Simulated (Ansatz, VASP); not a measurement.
# SnO2 in VASP and in Ansatz

The input INCAR:

```
  PREC = Accurate
  ENCUT = 520
  EDIFF = 1E-6
  ISMEAR = 0
  SIGMA = 0.05
  LREAL = False
  LASPH = True
  NELM = 100
  ALGO = Normal
  ISIF = 2
  LWAVE = False
  LCHARG = False
  GGA = PE
  IVDW = 12
  NBANDS = 49
```

KPOINTS

```
regular mesh
0
Gamma
  9 9 2
```

POSCAR

```
SnO2
1.0
   -3.2372529198      0.0000000000      0.0000000000
   -1.6186264599     -2.8035432670      0.0000000000
   -1.4567638139     -0.8410629802     13.6754773976
Sn O
3 6
Direct
    0.5254462050      0.5254462050      0.4707348724
    0.9529296511     -0.0470703489      0.1569011630
    0.0979627588      0.0979627588      0.7845685818
    0.5978664665      0.5978664665      0.2293340005
    0.7428995742     -0.2571004258      0.8570014193
    0.1703830204      0.1703830204      0.5431677099
    0.4530259434      0.4530259434      0.7121357442
    0.8805093895     -0.1194906105      0.3983020348
    0.3079928357      0.3079928357      0.0844683255
```

Input for Ansatz:

```yaml
crystal:
  lattice:
    - [-3.2372529198, 0.0, 0.0]
    - [-1.6186264599, -2.803543267, 0.0]
    - [-1.4567638139, -0.8410629802, 13.6754773976]
  atoms:
    - { symbol: Sn, position: [0.525446205, 0.525446205, 0.4707348724] }
    - { symbol: Sn, position: [0.9529296511, -0.0470703489, 0.156901163] }
    - { symbol: Sn, position: [0.0979627588, 0.0979627588, 0.7845685818] }
    - { symbol: O, position: [0.5978664665, 0.5978664665, 0.2293340005] }
    - { symbol: O, position: [0.7428995742, -0.2571004258, 0.8570014193] }
    - { symbol: O, position: [0.1703830204, 0.1703830204, 0.5431677099] }
    - { symbol: O, position: [0.4530259434, 0.4530259434, 0.7121357442] }
    - { symbol: O, position: [0.8805093895, -0.1194906105, 0.3983020348] }
    - { symbol: O, position: [0.3079928357, 0.3079928357, 0.0844683255] }
basis:
  ecutwfc: 520.0
kpoints:
  mp_grid: { grid: [9, 9, 2] }
hamiltonian:
  xc: pbe
  pseudopotentials: { kind: paw, azcp: { folder: soft_1 } }
  dispersion: d3bj
scf:
  occupations: { method: gaussian, width: 0.05 }
output:
  forces: true
  stress: true
  eigenvalues: true
  write_density: true
  write_potential: true
  elf: true
  volumetric_format: npy
```

Alike in both runs: task single point; functional PBE; dispersion D3(BJ); k mesh 9 × 9 × 2; occupations gaussian, width 0.05 eV; no spin polarisation.

|  | VASP | Ansatz |
| --- | --- | --- |
| version | VASP 6.6.1 | Ansatz 0.2.0 |
| potentials or method | VASP PAW PBE potentials, release 64 (Sn_d, O), cutoff 520 eV | scalar-relativistic, plane waves, PAW |
| valence electrons in the cell | 78 | 78 |

```tsv
	VASP	Ansatz	Ansatz less VASP
gap on the k mesh at the Fermi level (eV)	1.77	1.79	+0.021
least direct gap on the mesh (eV)	1.84	1.86	+0.017
pressure (GPa)	0.3	-0.4	-0.64
traceless stress, the component that is largest in VASP (GPa)	-0.05	0.37	+0.417
rms of the force components (eV/Å)	0.080	0.063	-0.0169
```

Atom by atom the forces differ by 0.026 eV/Å (rms over components).
